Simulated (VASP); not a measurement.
Here is a VASP 6.6.1 calculation.

Contents of INCAR:

```
PREC = Accurate
ENCUT = 520
EDIFF = 1E-6
ISMEAR = 0
SIGMA = 0.1
LREAL = False
LASPH = True
NELM = 80
ALGO = Normal
ISIF = 2
LWAVE = False
LCHARG = True
GGA = PE
LELF = True
LVHAR = True
NBANDS = 31
```

KPOINTS

```
Automatic mesh
0
Gamma
  10 10 6
```

Contents of POSCAR:

```
TaZn2B3
1.0
    3.5733068488      0.0000000000      0.0000000000
    0.0000000000      3.5733068488      0.0000000000
    0.0000000000      0.0000000000      7.6541231175
Ta Zn B
1 2 3
Direct
    0.0000000000      0.0000000000      0.5000000000
    0.5000000000      0.5000000000      0.5000000000
    0.5000000000      0.5000000000      0.0000000000
    0.0000000000      0.0000000000      0.7937636619
    0.0000000000      0.0000000000      0.2062363381
    0.0000000000      0.0000000000      0.0000000000
```

Potentials or basis: VASP PAW PBE potentials, release 64 (Ta_pv, Zn, B).

Run with:

```sh
$ cat potpaw_PBE.64/Ta_pv/POTCAR potpaw_PBE.64/Zn/POTCAR potpaw_PBE.64/B/POTCAR > POTCAR
$ mpirun -np 1 vasp_std > vasp.out
```

(1) Estimate the pressure.

(2) Estimate the band gap on the k mesh.

Answers

(1) 0.1 GPa.

(2) zero (bands 22 and 23 overlap by 1.94 eV).

Caveat: spin-orbit coupling is left out, which moves the levels of the heavy elements.
